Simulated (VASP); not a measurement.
The system is Al.

```
Al
1.0
     0.00000    2.02510    2.02510
     2.02510    0.00000    2.02510
     2.02510    2.02510    0.00000
Al
1
Direct
  0.00000 0.00000 0.00000
```

- Program: VASP 6.6.1
- Task: relaxation of cell and atoms
- Functional: LDA
- Potentials or basis: VASP PAW LDA potentials, release 64 (Al)
- Cutoff: 600 eV
- k mesh: 18 × 18 × 18
- Occupations: fermi-dirac, width 0.05 eV
- Spin: no spin polarisation

At the start: pressure -3.6 GPa; volume 16.61 Å³/atom.

Task: How do energy, volume and symmetry change on relaxing?

Result: Over 3 steps the energy falls by 9.4 meV/atom and the volume is 15.82 Å³/atom (-4.8 %); space group Fm-3m (No. 225, to 0.05 Å).

Step by step:
```tsv
step	energy change (eV)	largest force (eV/Å)	pressure (GPa)	volume (Å³)
1	0.0000	0.0000	-3.64	16.61
2	-0.0092	0.0000	0.52	15.72
3	-0.0094	0.0000	0.00	15.82
```

Final structure:
```xyz
1
Lattice="0.0000 1.9923 1.9923 1.9923 0.0000 1.9923 1.9923 1.9923 0.0000" Properties=species:S:1:pos:R:3 pbc="T T T"
Al    0.0000    0.0000    0.0000
```
